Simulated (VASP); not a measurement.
# HfH2 (I4/mmm) in VASP: further runs, part 2 of 2

VASP 6.6.1. The steps go on from the part before.

## Step 5: Single point, PBEsol (equal strain along all axes, cell held: +3.0 %)

File INCAR:

```
PREC = Accurate
ENCUT = 520
EDIFF = 1E-7
ISMEAR = 0
SIGMA = 0.1
LREAL = F
LASPH = T
NELM = 60
ALGO = Normal
ISIF = 2
LWAVE = F
LCHARG = T
GGA = PS
LELF = T
LVHAR = T
NBANDS = 21
```

File KPOINTS:

```
Automatic mesh
0
Gamma
  10 10 8
```

File POSCAR:

```
HfH2
1.0
    3.5681971929      0.0000000000      0.0000000000
    0.0000000000      3.5681971929      0.0000000000
    0.0000000000      0.0000000000      4.3648017824
Hf H
2 4
Direct
    0.0000000000      0.0000000000      0.0000000000
    0.5000000000      0.5000000000      0.5000000000
    0.0000000000      0.5000000000      0.2500000000
    0.5000000000      0.0000000000      0.2500000000
    0.5000000000      0.0000000000      0.7500000000
    0.0000000000      0.5000000000      0.7500000000
```

Potentials or basis: VASP PAW PBE potentials, release 64 (Hf_pv, H).

Command:

```
$ cat potpaw_PBE.64/Hf_pv/POTCAR potpaw_PBE.64/H/POTCAR > POTCAR
$ mpirun -np 1 vasp_std > vasp.out
```

OUTCAR:

```text
PREC = Accurate
   ENCUT = 520
   EDIFF = 1E-7
   ISMEAR = 0
   LREAL = F
   LASPH = T
   NELM = 60
   ISIF = 2
   GGA = PS

 ion  position               nearest neighbor table
   1  0.000  0.000  0.000-   3 2.09   4 2.09   5 2.09   6 2.09   3 2.09   6 2.09   4 2.09   5 2.09
                             2 3.34   2 3.34   2 3.34   2 3.34   2 3.34   2 3.34   2 3.34   2 3.34
   2  0.500  0.500  0.500-   3 2.09   4 2.09   5 2.09   6 2.09   4 2.09   5 2.09   3 2.09   6 2.09
                             1 3.34   1 3.34   1 3.34   1 3.34   1 3.34   1 3.34   1 3.34   1 3.34
   3  0.000  0.500  0.250-   1 2.09   2 2.09   1 2.09   2 2.09
   4  0.500  0.000  0.250-   1 2.09   2 2.09   2 2.09   1 2.09
   5  0.500  0.000  0.750-   1 2.09   2 2.09   2 2.09   1 2.09
   6  0.000  0.500  0.750-   1 2.09   2 2.09   1 2.09   2 2.09

  LATTYP: Found a simple tetragonal cell.
 ALAT       =     3.5681971929
 C/A-ratio  =     1.2232512797

  Lattice vectors:

 A1 = (   3.5681971929,   0.0000000000,   0.0000000000)
 A2 = (   0.0000000000,   3.5681971929,   0.0000000000)
 A3 = (   0.0000000000,   0.0000000000,   4.3648017824)

Analysis of symmetry for initial positions (statically):
=====================================================================
[... 196 lines left out ...]

 E-fermi :   4.8573     XC(G=0): -11.2994

 val. band max:        4.8260413310   @ k =   0.2000   0.2000   0.0000
 cond. band min:       4.8665734091   @ k =   0.1000   0.0000   0.3750
 fundamental gap:      0.0405320781
 Fermi energy:         4.8572707301

 k-point     1 :       0.0000    0.0000    0.0000
  band No.  band energies     occupation
      1     -26.6017      2.00000
      2     -26.4457      2.00000
      3     -26.4457      2.00000
      4     -26.2166      2.00000
      5     -26.2166      2.00000
      6     -26.1645      2.00000
[... 565 lines left out ...]
     20      10.2124      0.00000
     21      12.7580      0.00000

 [... further k-points ...]
[... 5 lines left out ...]
  --------------------------------------------------------------------------------------
  -------------------------------------------------------------------------------------
  Total       -4.4305434     -4.4305434     -4.0165554      0.0000000      0.0000000      0.0000000
  in kB     -127.7336604   -127.7336604   -115.7982842      0.0000000      0.0000000      0.0000000
  external PRESSURE =    -123.7552017 kB  Pullay stress =       0.0000000 kB

 VOLUME and BASIS-vectors are now :
 -----------------------------------------------------------------------------
  energy-cutoff  :      520.00
  volume of cell :       55.57
      direct lattice vectors                 reciprocal lattice vectors
     3.568197193  0.000000000  0.000000000     0.280253570  0.000000000  0.000000000
     0.000000000  3.568197193  0.000000000     0.000000000  0.280253570  0.000000000
     0.000000000  0.000000000  4.364801782     0.000000000  0.000000000  0.229105478

 POSITION                                       TOTAL-FORCE (eV/Angst)
 -----------------------------------------------------------------------------------
      0.00000      0.00000      0.00000        -0.000000     -0.000000     -0.000000
      1.78410      1.78410      2.18240         0.000000      0.000000      0.000000
      0.00000      1.78410      1.09120        -0.000000      0.000000     -0.000000
      1.78410      0.00000      1.09120        -0.000000     -0.000000     -0.000000
      1.78410      0.00000      3.27360        -0.000000     -0.000000     -0.000000
      0.00000      1.78410      3.27360         0.000000     -0.000000      0.000000
 -----------------------------------------------------------------------------------
    total drift:                                0.000000      0.000000      0.000000

  FREE ENERGIE OF THE ION-ELECTRON SYSTEM (eV)
  ---------------------------------------------------
  free  energy   TOTEN  =       -37.3856472091 eV

  energy  without entropy=      -37.3811460375  energy(sigma->0) =      -37.38339662
```

OSZICAR:

```text
N       E                     dE             d eps       ncg     rms          rms(c)
DAV:   1     0.600344688117E+02    0.60034E+02   -0.12705E+04  4418   0.107E+03
DAV:   2    -0.362345057121E+02   -0.96269E+02   -0.93384E+02  5232   0.258E+02
DAV:   3    -0.396856044007E+02   -0.34511E+01   -0.34158E+01  5958   0.339E+01
DAV:   4    -0.397139124027E+02   -0.28308E-01   -0.28287E-01  5456   0.337E+00
DAV:   5    -0.397141965398E+02   -0.28414E-03   -0.28413E-03  5667   0.308E-01    0.611E+01
DAV:   6    -0.377996640866E+02    0.19145E+01   -0.22438E+00  5196   0.760E+00    0.386E+01
DAV:   7    -0.374891751828E+02    0.31049E+00   -0.31076E+00  5308   0.867E+00    0.626E+00
DAV:   8    -0.373907283056E+02    0.98447E-01   -0.62470E-01  4900   0.413E+00    0.279E+00
DAV:   9    -0.373858405737E+02    0.48877E-02   -0.25109E-02  5137   0.975E-01    0.757E-01
DAV:  10    -0.373857192709E+02    0.12130E-03   -0.35475E-03  5281   0.320E-01    0.727E-01
DAV:  11    -0.373856502799E+02    0.68991E-04   -0.22296E-04  5303   0.870E-02    0.129E-01
DAV:  12    -0.373856474543E+02    0.28257E-05   -0.18461E-05  5531   0.246E-02    0.697E-02
DAV:  13    -0.373856471473E+02    0.30699E-06   -0.25605E-06  5453   0.925E-03    0.961E-03
DAV:  14    -0.373856472091E+02   -0.61830E-07   -0.19997E-07  4574   0.283E-03
   1 F= -.37385647E+02 E0= -.37383397E+02  d E =-.450117E-02
```

Wall time 64 s (1 thread of Intel Xeon 6975P-C (Granite Rapids), shared host); peak memory 0.23 GiB.

Results:

```yaml
Free_energy: -37.3856 eV
Pressure: -12.4 GPa
Band_gap_on_the_k_mesh: zero (band 12 reaches 5.49 eV, above the bottom of band 13 at 4.43 eV)
```

Stress tensor (GPa, compression positive):
```
-12.77   0.00   0.00
  0.00 -12.77   0.00
  0.00   0.00 -11.58
```

Caveat: the cell differs from its parent crystal (equal strain along all axes, cell held: +3.0 %); the PAW data sets were made with another functional, which shifts forces and pressure a little; spin-orbit coupling is left out, which moves the levels of the heavy elements.

## Step 6: Overview

```csv
cell,gap on the mesh (eV),pressure (GPa)
"a = 3.430, b = 3.430, c = 4.195 Å, 6 atoms",none,4.3
"a = 3.499, b = 3.499, c = 4.280 Å, 6 atoms",none,-5.1
"a = 3.534, b = 3.534, c = 4.322 Å, 6 atoms",none,-9.0
"a = 3.568, b = 3.568, c = 4.365 Å, 6 atoms",none,-12.4
```

Alike in all rows: task single point; level PBEsol; potentials or basis VASP PAW PBE potentials, release 64 (Hf_pv, H); no spin polarisation; k mesh 10 × 10 × 8; cutoff (eV) 520; smearing gaussian 0.1 eV.

Caveats: the PAW data sets were made with another functional, which shifts forces and pressure a little; spin-orbit coupling is left out, which moves the levels of the heavy elements.

Absolute energies hang on the potentials; compare differences alone.
